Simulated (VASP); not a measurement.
# HC19O in VASP: a series of runs, part 2 of 2

VASP 6.6.1. Earlier steps stand in the parts before.

### 3 Single point, PBEsol, collinear spin, zero start

INCAR reads:

```
ALGO = Normal
EDIFF = 1E-6
ENCUT = 520
GGA = PS
ISIF = 2
ISMEAR = -1
ISPIN = 2
LASPH = True
LCHARG = True
LELF = True
LORBIT = 11
LREAL = Auto
LVHAR = True
LWAVE = False
MAGMOM = 0 0 0 0 0 0 0 0 0 0 0 0 0 0 0 0 0 0 0 0 0
NBANDS = 62
NELM = 150
PREC = Accurate
SIGMA = 0.05
```

KPOINTS reads:

```
k-points
0
Gamma
  2 2 1
```

POSCAR reads:

```
HC19O
1.0
    7.3980000000      0.0000000000      0.0000000000
   -3.6990000000      6.4068560000      0.0000000000
    0.0000000000      0.0000000000     11.0000000000
C H O
19 1 1
Direct
    0.0018684787      0.0166545026      0.0741380000
    0.2236428765      0.1273609084      0.0771262727
    0.0027349818      0.3506783983      0.0799704545
    0.2251853161      0.4618631978      0.0789053636
    0.0024492359      0.6842415375      0.0729917273
    0.2240586190      0.7949726043      0.0768913636
    0.3304714521      0.0146271432      0.0808370909
    0.5568160444      0.1291105965      0.1079234545
    0.3364064292      0.3507144534      0.0795610000
    0.5597048089      0.4632882337      0.0783354545
    0.3363801514      0.6843220762      0.0797180909
    0.5596703323      0.7958694561      0.0804019091
    0.6714435533      0.0153961631      0.0879628182
    0.8910668731      0.1273875985      0.0805345455
    0.6720759135      0.3561664255      0.0830877273
    0.8917524786      0.4627144734      0.0779597273
    0.6703607081      0.6849701320      0.0745470909
    0.8917800563      0.7951697369      0.0728095455
    0.3339076055      0.2436073169      0.3409526364
    0.5393941469      0.1358680451      0.2108202727
    0.2238751686      0.2825875905      0.3911921818
```

Potentials or basis: VASP PAW PBE potentials, release 64 (C, H, O).

Command:

```
$ cat potpaw_PBE.64/C/POTCAR potpaw_PBE.64/H/POTCAR potpaw_PBE.64/O/POTCAR > POTCAR
$ mpirun -np 1 vasp_std > vasp.out
```

OUTCAR:

```text
EDIFF = 1E-6
   ENCUT = 520
   GGA = PS
   ISIF = 2
   ISMEAR = -1
   ISPIN = 2
   LASPH = True
   LORBIT = 11
   LREAL = Auto
   NELM = 150
   PREC = Accurate

 ion  position               nearest neighbor table
   1  0.002  0.017  0.074-  18 1.42  14 1.42   2 1.42
   2  0.224  0.127  0.077-   7 1.41   1 1.42   9 1.43
   3  0.003  0.351  0.080-   4 1.43  16 1.43  14 1.43
   4  0.225  0.462  0.079-   9 1.42   3 1.43  11 1.43
   5  0.002  0.684  0.073-  18 1.42  16 1.42   6 1.42
   6  0.224  0.795  0.077-   7 1.41   5 1.42  11 1.43
   7  0.330  0.015  0.081-   2 1.41   6 1.41   8 1.48
   8  0.557  0.129  0.108-  20 1.14  13 1.48  15 1.48   7 1.48
   9  0.336  0.351  0.080-   4 1.42  10 1.43   2 1.43
  10  0.560  0.463  0.078-  15 1.41  17 1.42   9 1.43
  11  0.336  0.684  0.080-   4 1.43   6 1.43  12 1.43
  12  0.560  0.796  0.080-  13 1.41  17 1.42  11 1.43
  13  0.671  0.015  0.088-  12 1.41  14 1.41   8 1.48
[... 694 lines left out ...]
  in kB        3.9501712      3.0379966      0.3337063      0.5050480      0.0127761      0.1313614
  external PRESSURE =       2.4406247 kB  Pullay stress =       0.0000000 kB

 VOLUME and BASIS-vectors are now :
 -----------------------------------------------------------------------------
  energy-cutoff  :      520.00
  volume of cell :      521.38
      direct lattice vectors                 reciprocal lattice vectors
     7.398000000  0.000000000  0.000000000     0.135171668  0.078041398  0.000000000
    -3.699000000  6.406856000  0.000000000     0.000000000  0.156082796  0.000000000
     0.000000000  0.000000000 11.000000000     0.000000000  0.000000000  0.090909091

 POSITION                                       TOTAL-FORCE (eV/Angst)
 -----------------------------------------------------------------------------------
     -0.04778      0.10670      0.81552        -0.010745      0.006284      0.046361
      1.18340      0.81598      0.84839        -0.015662      0.004577     -0.013231
     -1.27693      2.24675      0.87967        -0.027434      0.005806      0.023074
     -0.04251      2.95909      0.86796        -0.026596      0.009740      0.002015
     -2.51289      4.38384      0.80291        -0.023103      0.008777      0.034689
     -1.28302      5.09327      0.84580        -0.016643     -0.000656      0.011220
[... 13 lines left out ...]
      3.48786      0.87049      2.31902         0.248401     -0.066014     -0.028203
      0.61094      1.81050      4.30311        -0.865639      0.221545      0.498032
 -----------------------------------------------------------------------------------
    total drift:                                0.011275      0.017016      0.004408

  FREE ENERGIE OF THE ION-ELECTRON SYSTEM (eV)
  ---------------------------------------------------
  free  energy   TOTEN  =      -190.3814460208 eV

  energy  without entropy=     -190.3255596334  energy(sigma->0) =     -190.35350283

 total charge

# of ion       s       p       d       tot
------------------------------------------
    1        0.858   1.795   0.000   2.653
    2        0.858   1.795   0.000   2.653
    3        0.856   1.772   0.000   2.628
    4        0.857   1.781   0.000   2.638
    5        0.858   1.795   0.000   2.653
    6        0.857   1.797   0.000   2.655
[... 13 lines left out ...]
   20        0.563   0.041   0.000   0.604
   21        1.626   3.546   0.000   5.172
--------------------------------------------------
tot         18.637  37.195   0.000  55.832

 magnetization (x)

# of ion       s       p       d       tot
------------------------------------------
    1       -0.000  -0.000   0.000  -0.000
    2        0.000   0.000   0.000   0.000
    3       -0.000  -0.000   0.000  -0.000
    4        0.000   0.000   0.000   0.000
    5       -0.000  -0.000   0.000  -0.000
    6        0.000   0.000   0.000   0.000
[... 13 lines left out ...]
   20       -0.000   0.000   0.000  -0.000
   21       -0.000  -0.000   0.000  -0.000
--------------------------------------------------
tot         -0.000  -0.000   0.000  -0.000
```

stdout:

```text
POSCAR found type information on POSCAR C H O
 POSCAR found :  3 types and      21 ions
 scaLAPACK will be used
 -----------------------------------------------------------------------------
|                                                                             |
|                                                                             |
|     You enforced a specific xc type in the INCAR file but a different       |
|     I HOPE YOU KNOW WHAT YOU ARE DOING!                                     |
|                                                                             |
 -----------------------------------------------------------------------------

 LDA part: xc-table for (Slater+PW92), standard interpolation
 POSCAR, INCAR and KPOINTS ok, starting setup
 FFT: planning ... GRIDC
 FFT: planning ... GRID_SOFT
 FFT: planning ... GRID
 WAVECAR not read
 entering main loop
```

Run time: 7.6 min. Hardware: 1 thread of Intel Xeon Platinum 8488C (Sapphire Rapids), shared host; peak memory 0.81 GiB.

What came out:

```yaml
Free_energy: -190.3814 eV
Largest_force: 1.048 eV/Å
Net_moment: 0.00 μB per cell
Valence_electrons_inside_the_program's_atomic_spheres: C 2.65, 2.63, 2.64, 2.49 (each value once); H 0.60; O 5.17
```

Forces in eV/Å, atoms in the order of the input:
```
C   -0.011  0.006  0.046
C   -0.016  0.005 -0.013
C   -0.027  0.006  0.023
C   -0.027  0.010  0.002
C   -0.023  0.009  0.035
C   -0.017 -0.001  0.011
C    0.004  0.015 -0.030
C    0.015 -0.003 -0.113
C   -0.019  0.007 -0.035
C   -0.023  0.006 -0.008
C   -0.025  0.011  0.012
C   -0.020 -0.017  0.020
C   -0.010 -0.001 -0.069
C   -0.009  0.014  0.023
C   -0.013 -0.014 -0.043
C   -0.019  0.011  0.022
C   -0.027 -0.003  0.063
C   -0.026  0.013  0.050
C    0.910 -0.228 -0.466
H    0.248 -0.066 -0.028
O   -0.866  0.222  0.498
```

Caveat: the k points lie up to 0.49 Å⁻¹ apart; the PAW data sets were made with another functional, which shifts forces and pressure a little.

### 4 Single point, PBEsol, collinear spin, zero start

INCAR reads:

```
PREC = Accurate
ENCUT = 520
EDIFF = 1E-7
ISMEAR = -1
SIGMA = 0.05
LREAL = Auto
LASPH = True
NELM = 150
ALGO = Normal
ISIF = 2
LWAVE = False
LCHARG = False
ISPIN = 2
MAGMOM = 0 0 0 0 0 0 0 0 0 0 0 0 0 0 0 0 0 0 0 0 0
LORBIT = 11
GGA = PS
NBANDS = 62
```

KPOINTS reads:

```
Automatic mesh
0
Gamma
  2 2 1
```

POSCAR reads:

```
HC19O
1.0
    7.3980000000      0.0000000000      0.0000000000
   -3.6990000000      6.4068560000      0.0000000000
    0.0000000000      0.0000000000     11.0000000000
C H O
19 1 1
Direct
    0.0026385241      0.0178728849      0.0702694545
    0.2246440966      0.1284385040      0.0747070000
    0.0032158872      0.3519178518      0.0773729091
    0.2252338728      0.4629421982      0.0770690000
    0.0027227871      0.6853942090      0.0702495455
    0.2246123082      0.7966871739      0.0747139091
    0.3316409468      0.0161161730      0.0800402727
    0.5585483632      0.1296033499      0.1102303636
    0.3362810781      0.3519365817      0.0772363636
    0.5597785703      0.4635812011      0.0748454545
    0.3362702842      0.6849863646      0.0773052727
    0.5597712606      0.7968020508      0.0749356364
    0.6720754332      0.0160684117      0.0804820000
    0.8914185921      0.1284197741      0.0749971818
    0.6721046704      0.3565926876      0.0802214545
    0.8915147932      0.4635813572      0.0748311818
    0.6702963890      0.6855092420      0.0702895455
    0.8919226731      0.7962524833      0.0694209091
    0.3263556637      0.2182855366      0.3633893636
    0.5567162677      0.1303492696      0.2130562727
    0.2088298085      0.2528107390      0.4079732727
```

Command:

```
$ cat potpaw_PBE.64/C/POTCAR potpaw_PBE.64/H/POTCAR potpaw_PBE.64/O/POTCAR > POTCAR
$ mpirun -np 1 vasp_std > vasp.out
```

It took 7.9 min on 1 thread of Intel Xeon Platinum 8488C (Sapphire Rapids), shared host; peak memory 0.84 GiB.

The run converged. Its results:

```
Free energy                                           : -190.3818 eV
Largest force                                         : 1.041 eV/Å
Net moment                                            : 0.00 μB per cell
Valence electrons inside the program's atomic spheres : C 2.65, 2.63, 2.64, 2.62, 2.49 (each value once); H 0.63; O 5.17
```

Forces in eV/Å, atoms in the order of the input:
```
C   -0.003 -0.026 -0.009
C   -0.037  0.037  0.027
C   -0.097 -0.039 -0.019
C    0.012 -0.002 -0.009
C   -0.016  0.012 -0.011
C    0.024 -0.072  0.022
C    0.049  0.037  0.137
C    0.001 -0.010 -0.458
C    0.089 -0.045 -0.010
C   -0.043  0.025  0.024
C   -0.027  0.111 -0.016
C    0.016 -0.067  0.015
C   -0.064  0.032  0.154
C    0.059  0.022  0.019
C   -0.029 -0.054  0.141
C    0.062  0.029  0.022
C    0.016  0.013 -0.010
C   -0.005 -0.009 -0.010
C    0.910 -0.199 -0.464
H   -0.013  0.006  0.008
O   -0.906  0.199  0.448
```

Levels at points of the mesh, in eV from the Fermi level:
Spin up:
```csv
k point,band 37,band 38,band 39,band 40,band 41,band 42,band 43,band 44,band 45,band 46
"(0.00, 0.00, 0.00)",-4.45,-3.01,-3.01,-1.87,-0.04,-0.04,-0.03,1.95,1.98,2.26
"(0.50, 0.00, 0.00)",-4.08,-2.70,-2.69,-2.66,-2.45,0.04,1.75,1.92,1.99,2.44
"(0.00, 0.50, 0.00)",-4.08,-2.70,-2.69,-2.66,-2.45,0.04,1.70,1.92,2.06,2.44
"(0.50, 0.50, 0.00)",-4.08,-2.69,-2.69,-2.66,-2.45,0.03,1.72,1.94,2.08,2.44
```
Spin down:
```
           k point  band 39  band 40  band 41  band 42  band 43  band 44
(0.00, 0.00, 0.00)    -3.01    -1.87    -0.04    -0.04    -0.03     1.95
(0.50, 0.00, 0.00)    -2.69    -2.66    -2.45     0.04     1.75     1.92
(0.00, 0.50, 0.00)    -2.69    -2.66    -2.45     0.04     1.70     1.92
(0.50, 0.50, 0.00)    -2.69    -2.66    -2.45     0.03     1.72     1.94
```

Caveat: the k points lie up to 0.49 Å⁻¹ apart; the PAW data sets were made with another functional, which shifts forces and pressure a little.

### 5 Single point, PBEsol, collinear spin

INCAR reads:

```
PREC = Accurate ; ENCUT = 910
EDIFF = 1E-6 ; ISMEAR = -1
SIGMA = 0.05 ; LREAL = Auto
LASPH = T ; NELM = 200
ALGO = Normal ; ISIF = 2
LWAVE = F ; LCHARG = F
ISPIN = 2 ; MAGMOM = 0 0 0 0 0 0 0 0 0 0 0 0 0 0 0 0 0 0 1 0 0
LORBIT = 11 ; GGA = PS
NBANDS = 62 ; GGA_COMPAT = F
NELMDL = -8
```

KPOINTS reads:

```
regular mesh
0
Gamma
  2 2 1
```

POSCAR reads:

```
HC19O
1.0
    7.3980000000      0.0000000000      0.0000000000
   -3.6990000000      6.4068560000      0.0000000000
    0.0000000000      0.0000000000     11.0000000000
C H O
19 1 1
Direct
    0.0025756171      0.0136626093      0.0865017128
    0.2232086527      0.1213969641      0.0884079959
    0.0041785714      0.3488770590      0.0869144614
    0.2242580320      0.4606740077      0.0888517107
    0.0034590831      0.6814015580      0.0837669505
    0.2251939714      0.7917378245      0.0843320031
    0.3359042268      0.0131406474      0.0866787549
    0.5590451813      0.1258298253      0.0884142631
    0.3370374472      0.3478785894      0.1055903693
    0.5632959340      0.4616225094      0.0886078486
    0.3360857510      0.6807593414      0.0866915717
    0.5589523712      0.7923025336      0.0877426302
    0.6701815148      0.0146963717      0.0881040460
    0.8926285689      0.1259355558      0.0879312787
    0.6715958370      0.3490648813      0.0869834983
    0.8931184936      0.4597337580      0.0845848182
    0.6710736631      0.6821358551      0.0865595163
    0.8925982111      0.7922001655      0.0843181764
    0.3524961622      0.3177526182      0.2611930067
    0.4469196365      0.2403480590      0.2753945030
    0.2735041735      0.3735334663      0.3342491842
```

Potentials or basis: VASP PAW PBE potentials, release 64 (C_h, H_h, O_h).

Command:

```
$ cat potpaw_PBE.64/C_h/POTCAR potpaw_PBE.64/H_h/POTCAR potpaw_PBE.64/O_h/POTCAR > POTCAR
$ mpirun -np 1 vasp_std > vasp.out
```

Wall time 21 min (1 thread of Intel Xeon 6975P-C (Granite Rapids), shared host); peak memory 1.8 GiB.

The run converged. Its results:

- Free energy: -191.3794 eV
- Largest force: 0.095 eV/Å
- Net moment: 0.00 μB per cell
- Valence electrons inside the program's atomic spheres: C 1.50, 1.49, 1.48, 1.45 (each value once); H 0.35; O 3.40

Forces on the atoms (eV/Å):
```
C    0.000  0.001  0.000
C    0.000  0.001  0.002
C   -0.002 -0.002  0.000
C    0.001 -0.002  0.001
C    0.003  0.000  0.000
C    0.001 -0.003  0.000
C   -0.001  0.000  0.001
C    0.001  0.003  0.002
C   -0.001 -0.001  0.009
C   -0.001  0.001  0.001
C   -0.004  0.002  0.000
C    0.001  0.001  0.000
C    0.002  0.002  0.000
C   -0.001  0.000  0.000
C    0.003 -0.003  0.000
C    0.003  0.000  0.000
C    0.001  0.002  0.000
C   -0.003 -0.001 -0.001
C    0.053 -0.025 -0.074
H    0.008 -0.004 -0.002
O   -0.063  0.029  0.064
```

Levels at points of the mesh, in eV from the Fermi level:
Spin up:
| k point | band 37 | band 38 | band 39 | band 40 | band 41 | band 42 | band 43 | band 44 | band 45 | band 46 |
| --- | --- | --- | --- | --- | --- | --- | --- | --- | --- | --- |
| (0.00, 0.00, 0.00) | -3.64 | -3.17 | -3.17 | -1.50 | -0.45 | -0.17 | -0.13 | 1.80 | 2.19 | 3.25 |
| (0.50, 0.00, 0.00) | -3.23 | -2.95 | -2.77 | -2.69 | -2.54 | 0.15 | 1.18 | 1.88 | 2.32 | 2.41 |
| (0.00, 0.50, 0.00) | -3.21 | -2.96 | -2.78 | -2.71 | -2.53 | 0.16 | 1.14 | 1.91 | 2.32 | 2.41 |
| (0.50, 0.50, 0.00) | -3.23 | -2.96 | -2.78 | -2.75 | -2.53 | 0.26 | 1.22 | 1.72 | 2.37 | 2.37 |
Spin down:
| k point | band 39 | band 40 | band 41 | band 42 | band 43 | band 44 |
| --- | --- | --- | --- | --- | --- | --- |
| (0.00, 0.00, 0.00) | -3.17 | -1.50 | -0.45 | -0.17 | -0.13 | 1.80 |
| (0.50, 0.00, 0.00) | -2.77 | -2.69 | -2.54 | 0.15 | 1.18 | 1.88 |
| (0.00, 0.50, 0.00) | -2.78 | -2.71 | -2.53 | 0.16 | 1.14 | 1.91 |
| (0.50, 0.50, 0.00) | -2.78 | -2.75 | -2.53 | 0.26 | 1.22 | 1.72 |

Caveat: the k points lie up to 0.49 Å⁻¹ apart; the cutoff is under 1.25 times the usual one of these potentials, so pressure, stress and relaxed cells hold a basis-set (Pulay) error; the PAW data sets were made with another functional, which shifts forces and pressure a little.

### 6 Summary

```csv
potentials or basis,spin,cell,cutoff (eV),gap on the mesh (eV),moment (μB),largest force (eV/Å)
"VASP PAW PBE potentials, release 64 (C, H, O)","collinear, zero start","as given, atomic positions A",520,none,0.00,1.08
"VASP PAW PBE potentials, release 64 (C, H, O)","collinear, zero start","as given, atomic positions B",520,none,0.00,1.05
"VASP PAW PBE potentials, release 64 (C, H, O)","collinear, zero start","as given, atomic positions C",520,none,0.00,1.04
"VASP PAW PBE potentials, release 64 (C_h, H_h, O_h)",collinear,"as given, atomic positions D",910,none,0.00,0.09
```

Alike in all rows: task single point; level PBEsol; k mesh 2 × 2 × 1; smearing fermi-dirac 0.05 eV.

Caveats: all runs use coarse meshes; the PAW data sets were made with another functional, which shifts forces and pressure a little; the cutoff is under 1.25 times the usual one of these potentials, so pressure, stress and relaxed cells hold a basis-set (Pulay) error (at least some runs).

Absolute energies hang on the potentials; compare differences alone.
